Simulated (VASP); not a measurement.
# SiO2 (Pn-3m) in VASP: notebook

The runs below take SiO2 through single point, with PBE.

Program: VASP 6.6.1. These are calculated values, not measurements. Logs are shortened: lines on timing, memory, paths and dates and some standing lists are left out, and cuts for length are marked.

### Step 1. The cell of the first run

It takes space group Pn-3m (No. 224, cubic). The conventional cell has a = 3.808 Å, b = 3.808 Å, c = 3.808 Å, α = 90.00°, β = 90.00°, γ = 90.00°. Si (site symmetry -43m) has 4 O at 1.65 Å within 2.2 Å. Within 2.2 Å of O (site symmetry -3m) lie 2 Si at 1.65 Å.

### Step 2. Single point, PBE

Input file INCAR:

```
PREC = Accurate ; ENCUT = 520
EDIFF = 1E-6 ; ISMEAR = 0
SIGMA = 0.1 ; LREAL = False
LASPH = True ; NELM = 60
ALGO = Normal ; ISIF = 2
LWAVE = False ; LCHARG = True
GGA = PE ; LELF = True
LVHAR = True ; NBANDS = 25
```

Input file KPOINTS:

```
Automatic mesh
0
Gamma
  4 4 4
```

Input file POSCAR:

```
SiO2
1.0
    3.8079024833      0.0000000000      0.0000000000
    0.0000000000      3.8079024833      0.0000000000
    0.0000000000      0.0000000000      3.8079024833
Si O
2 4
Direct
    0.0000000000      0.0000000000      0.0000000000
    0.5000000000      0.5000000000      0.5000000000
    0.2500000000      0.2500000000      0.2500000000
    0.2500000000      0.7500000000      0.7500000000
    0.7500000000      0.7500000000      0.2500000000
    0.7500000000      0.2500000000      0.7500000000
```

Potentials or basis: VASP PAW PBE potentials, release 64 (Si, O).

The run is started by

```console
cat potpaw_PBE.64/Si/POTCAR potpaw_PBE.64/O/POTCAR > POTCAR
mpirun -np 1 vasp_std > vasp.out
```

OUTCAR:

```text
PREC = Accurate
   ENCUT = 520
   EDIFF = 1E-6
   ISMEAR = 0
   LREAL = False
   LASPH = True
   NELM = 60
   ISIF = 2
   GGA = PE

 ion  position               nearest neighbor table
   1  0.000  0.000  0.000-   3 1.65   4 1.65   5 1.65   6 1.65
   2  0.500  0.500  0.500-   3 1.65   4 1.65   5 1.65   6 1.65
   3  0.250  0.250  0.250-   1 1.65   2 1.65
   4  0.250  0.750  0.750-   1 1.65   2 1.65
   5  0.750  0.750  0.250-   1 1.65   2 1.65
   6  0.750  0.250  0.750-   1 1.65   2 1.65

  LATTYP: Found a simple cubic cell.
 ALAT       =     3.8079024833

  Lattice vectors:

 A1 = (   3.8079024833,   0.0000000000,   0.0000000000)
 A2 = (   0.0000000000,   3.8079024833,   0.0000000000)
 A3 = (   0.0000000000,   0.0000000000,   3.8079024833)

Analysis of symmetry for initial positions (statically):
=====================================================================
 Subroutine PRICEL returns:
 Original cell was already a primitive cell.

 Routine SETGRP: Setting up the symmetry group for a
 simple cubic supercell.

 Subroutine GETGRP returns: Found 48 space group operations
 (whereof 24 operations were pure point group operations)
 out of a pool of 48 trial point group operations.

The static configuration has the point symmetry T_d .
 The point group associated with its full space group is O_h .

Analysis of symmetry for dynamics (positions and initial velocities):
=====================================================================
 Subroutine PRICEL returns:
 Original cell was already a primitive cell.

 Routine SETGRP: Setting up the symmetry group for a
 simple cubic supercell.

 Subroutine GETGRP returns: Found 48 space group operations
 (whereof 24 operations were pure point group operations)
 out of a pool of 48 trial point group operations.

The dynamic configuration has the point symmetry T_d .
 The point group associated with its full space group is O_h .

 Subroutine INISYM returns: Found 48 space group operations
 (whereof 24 operations are pure point group operations),
 and found     1 'primitive' translations

----------------------------------------------------------------------------------------

[... 75 lines left out ...]
 SYSTEM =  unknown system
   PREC   = accura    normal or accurate (medium, high low for compatibility)
   ISTART =      0    job   : 0-new  1-cont  2-samecut
   ICHARG =      2    charge: 1-file 2-atom 10-const
   ISPIN  =      1    spin polarized calculation?
   LNONCOLLINEAR =      F non collinear calculations
   LSORBIT =      F    spin-orbit coupling
   LASPH  =      T    aspherical Exc in radial PAW
   ENCUT  =  520.0 eV  38.22 Ry    6.18 a.u.   7.08  7.08  7.08*2*pi/ulx,y,z
   NELM   =     60;   NELMIN=  2; NELMDL= -5     # of ELM steps
   EDIFF  = 0.1E-05   stopping-criterion for ELM
   LREAL  =      F    real-space projection
[... 7 lines left out ...]
   TEBEG  =    0.0;   TEEND  =   0.0 temperature during run
   PSTRESS=    0.0 pullay stress
   NELECT =      32.0000    total number of electrons
   NUPDOWN=      -1.0000    fix difference up-down
   EMIN   =  10.00;   EMAX   =-10.00  energy-range for DOS
   EFERMI =   0.00;   METHOD = LEGACY
   ISMEAR =     0;   SIGMA  =   0.10  broadening in eV -4-tet -1-fermi 0-gaus
   EFERMI_NEDOS =   21; number of points for ismear=-14 and -15
   IALGO  =     38    algorithm
   IMIX   =      4    mixing-type and parameters
     AMIX     =   0.40;   BMIX     =  1.00
     AMIX_MAG =   1.60;   BMIX_MAG =  1.00
  volume/ion in A,a.u.               =       9.20        62.10
  Fermi-wavevector in a.u.,A,eV,Ry     =   1.364915  2.579316 25.347566  1.862994
  Thomas-Fermi vector in A             =   2.491189
   LORBIT       =      0    0 simple, 1 ext, 2 COOP (PROOUT), +10 PAW based schemes
   GGA     = PE    functional components
   LHFCALC =     F    Hartree Fock is set to
   AEXX    =    0.0000 exact exchange contribution
   IVDW    =     0    specifies the selected vdW correction
   LEPSILON=     F    determine dielectric tensor
   LRPA    =     F    only Hartree local field effects (RPA)
 non-spin polarized calculation
 Gauss-broadening in eV      SIGMA  =   0.10
  energy-cutoff  :      520.00
  volume of cell :       55.22
 maximum number of plane-waves:      1503
   NGX = 15   NGY = 15   NGZ = 15

 number of electron      31.9999970 magnetization

 Free energy of the ion-electron system (eV)
  ---------------------------------------------------
  ext. energy  EPLUGINS =         0.00000000
  ---------------------------------------------------
  free energy    TOTEN  =       -45.14403626 eV

  energy without entropy =      -45.14403626  energy(sigma->0) =      -45.14403626

 E-fermi :   5.7028     XC(G=0): -11.3155

 val. band max:        5.2021179482   @ k =   0.5000   0.5000   0.5000
 cond. band min:       9.7212719555   @ k =   0.0000   0.0000   0.0000
 fundamental gap:      4.5191540073
 Fermi energy:         5.7027988585

 k-point     1 :       0.0000    0.0000    0.0000
  band No.  band energies     occupation
      1     -15.1295      2.00000
      2     -12.2522      2.00000
      3     -12.2522      2.00000
      4     -12.2522      2.00000
      5      -4.8792      2.00000
      6      -0.5616      2.00000
[... 269 lines left out ...]
     24      17.4828      0.00000
     25      20.1985      0.00000

------------------------ aborting loop because EDIFF is reached ----------------------------------------

  FORCE on cell =-STRESS in cart. coord.  units (eV):
  Direction    XX          YY          ZZ          XY          YZ          ZX
  --------------------------------------------------------------------------------------
  -------------------------------------------------------------------------------------
  Total        0.0100045      0.0100045      0.0100045      0.0000000     -0.0000000      0.0000000
  in kB        0.2902996      0.2902996      0.2902996      0.0000000     -0.0000000      0.0000000
  external PRESSURE =       0.2902996 kB  Pullay stress =       0.0000000 kB

 VOLUME and BASIS-vectors are now :
 -----------------------------------------------------------------------------
  energy-cutoff  :      520.00
  volume of cell :       55.22
      direct lattice vectors                 reciprocal lattice vectors
     3.807902483  0.000000000  0.000000000     0.262611767  0.000000000  0.000000000
     0.000000000  3.807902483  0.000000000     0.000000000  0.262611767  0.000000000
     0.000000000  0.000000000  3.807902483     0.000000000  0.000000000  0.262611767

 POSITION                                       TOTAL-FORCE (eV/Angst)
 -----------------------------------------------------------------------------------
      0.00000      0.00000      0.00000         0.000000     -0.000000     -0.000000
      1.90395      1.90395      1.90395         0.000000     -0.000000     -0.000000
      0.95198      0.95198      0.95198         0.000000     -0.000000      0.000000
      0.95198      2.85593      2.85593        -0.000000     -0.000000     -0.000000
      2.85593      2.85593      0.95198        -0.000000      0.000000     -0.000000
      2.85593      0.95198      2.85593         0.000000      0.000000     -0.000000
 -----------------------------------------------------------------------------------
    total drift:                                0.000000     -0.000000      0.000000

  FREE ENERGIE OF THE ION-ELECTRON SYSTEM (eV)
  ---------------------------------------------------
  free  energy   TOTEN  =       -45.1440362575 eV

  energy  without entropy=      -45.1440362575  energy(sigma->0) =      -45.14403626
```

OSZICAR:

```text
N       E                     dE             d eps       ncg     rms          rms(c)
DAV:   1     0.140130535130E+03    0.14013E+03   -0.17384E+04   500   0.121E+03
DAV:   2    -0.436444032979E+02   -0.18377E+03   -0.17280E+03   623   0.273E+02
DAV:   3    -0.511451075236E+02   -0.75007E+01   -0.74731E+01   673   0.542E+01
DAV:   4    -0.511908516521E+02   -0.45744E-01   -0.45734E-01   542   0.497E+00
DAV:   5    -0.511912073345E+02   -0.35568E-03   -0.35566E-03   621   0.420E-01    0.195E+01
DAV:   6    -0.451205787519E+02    0.60706E+01   -0.17487E+01   552   0.277E+01    0.912E+00
DAV:   7    -0.451362516445E+02   -0.15673E-01   -0.64236E-01   564   0.474E+00    0.321E+00
DAV:   8    -0.451379458409E+02   -0.16942E-02   -0.21926E-02   587   0.137E+00    0.126E+00
DAV:   9    -0.451437174515E+02   -0.57716E-02   -0.10581E-02   575   0.912E-01    0.322E-01
DAV:  10    -0.451440785531E+02   -0.36110E-03   -0.81048E-04   596   0.180E-01    0.667E-02
DAV:  11    -0.451440355370E+02    0.43016E-04   -0.21109E-04   542   0.103E-01    0.879E-03
DAV:  12    -0.451440362575E+02   -0.72046E-06   -0.67969E-06   620   0.176E-02
   1 F= -.45144036E+02 E0= -.45144036E+02  d E =-.343094E-13
```

stdout:

```text
POSCAR found type information on POSCAR SiO
 POSCAR found :  2 types and       6 ions
 scaLAPACK will be used
 LDA part: xc-table for (Slater+PW92), standard interpolation
 POSCAR, INCAR and KPOINTS ok, starting setup
 FFT: planning ... GRIDC
 FFT: planning ... GRID_SOFT
 FFT: planning ... GRID
 WAVECAR not read
 entering main loop
```

Wall time 24 s (1 thread of Intel Xeon Platinum 8175M at 2.50GHz (Skylake/Cascade Lake), shared host); peak memory 0.15 GiB.

What came out:

```yaml
Free_energy: -45.1440 eV
Pressure: 0.0 GPa
Band_gap_on_the_k_mesh: 4.52 eV (least direct gap 5.09 eV)
```

A k mesh can miss the band edges.

### Step 3. Single point, PBE

This run uses another cell than the first one, of 13.43 Å³/atom.

Input file INCAR:

```
ALGO = Normal
EDIFF = 1E-6
ENCUT = 520
GGA = PE
ISIF = 2
ISMEAR = 0
LASPH = True
LCHARG = False
LREAL = False
LWAVE = False
NBANDS = 25
NELM = 60
PREC = Accurate
SIGMA = 0.1
```

Input file KPOINTS:

```
k-points
0
Gamma
  4 4 4
```

Edit POSCAR of step 2 so:

```diff
@@ -2,5 +2,5 @@
 1.0
-    3.8079024833      0.0000000000      0.0000000000
-    0.0000000000      3.8079024833      0.0000000000
-    0.0000000000      0.0000000000      3.8079024833
+    4.3194676920      0.0000000000      0.0000000000
+    0.0000000000      4.3194676920      0.0000000000
+    0.0000000000      0.0000000000      4.3194676920
 Si O
```

Potentials or basis: VASP PAW PBE potentials, release 64 (Si, O).

The run is started by

```console
cat potpaw_PBE.64/Si/POTCAR potpaw_PBE.64/O/POTCAR > POTCAR
mpirun -np 1 vasp_std > vasp.out
```

Wall time 20 s (1 thread of Intel Xeon Platinum 8175M at 2.50GHz (Skylake/Cascade Lake), shared host); peak memory 0.17 GiB.

The run converged. Its results:

* Free energy: -40.0864 eV
* Pressure: -44.7 GPa
* Band gap on the k mesh: zero (bands 16 and 17 overlap by 0.21 eV)

Levels at points of the mesh, in eV from the Fermi level:
| k point | band 12 | band 13 | band 14 | band 15 | band 16 | band 17 | band 18 | band 19 | band 20 | band 21 |
| --- | --- | --- | --- | --- | --- | --- | --- | --- | --- | --- |
| (0.00, 0.00, 0.00) | -0.62 | -0.62 | -0.46 | -0.46 | -0.46 | -0.25 | 4.28 | 4.28 | 4.28 | 8.24 |
| (0.50, 0.00, 0.00) | -1.78 | -0.82 | -0.82 | -0.78 | -0.78 | 3.39 | 3.39 | 6.75 | 6.75 | 8.43 |
| (0.50, 0.50, 0.00) | -1.78 | -0.67 | -0.67 | -0.28 | -0.28 | 3.80 | 3.80 | 6.91 | 6.91 | 7.82 |
| (0.50, 0.50, 0.50) | -0.47 | -0.47 | -0.05 | -0.05 | -0.05 | 0.48 | 6.34 | 6.34 | 6.34 | 7.55 |

Caveat: the k points lie up to 0.36 Å⁻¹ apart; semilocal functionals underestimate gaps, and a narrow one can read as zero.

The gap in the log of VASP goes by the Fermi energy; the results here count the filled bands.